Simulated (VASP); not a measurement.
Input of a VASP 6.6.1 run:

The input INCAR:

```
PREC     = Accurate       # precision mode
ENCUT    = 520            # plane-wave cutoff, eV
EDIFF    = 1E-6           # SCF threshold, eV
ISMEAR   = 0              # smearing method
SIGMA    = 0.01           # smearing width, eV
LREAL    = False          # projectors in reciprocal space
LASPH    = True           # aspherical terms in the spheres
NELM     = 80             # most SCF steps
ALGO     = Normal         # electronic algorithm
ISIF     = 2              # what is computed and relaxed
LWAVE    = False          # write WAVECAR
LCHARG   = False          # write CHGCAR
GGA      = PE             # functional
NBANDS   = 11             # bands
```

KPOINTS

```
Automatic mesh
0
Gamma
  6 6 6
```

POSCAR

```
MgS
1.0
    0.0000000000      2.5118654575      2.5118654575
    2.5118654575      0.0000000000      2.5118654575
    2.5118654575      2.5118654575      0.0000000000
Mg S
1 1
Direct
    0.0000000000      0.0000000000      0.0000000000
    0.5000000000      0.5000000000      0.5000000000
```

Potentials or basis: VASP PAW PBE potentials, release 64 (Mg, S).

The run is started by

```sh
$ cat potpaw_PBE.64/Mg/POTCAR potpaw_PBE.64/S/POTCAR > POTCAR
$ mpirun -np 1 vasp_std > vasp.out
```

Question: Estimate the pressure.

Answer: 11.1 GPa.

Question: What does it give for the band gap on the k mesh?

Answer: 3.00 eV, indirect (least direct gap 4.60 eV).

A k mesh can miss the band edges. A hybrid or GW would open this gap; PBE tends to underestimate it.
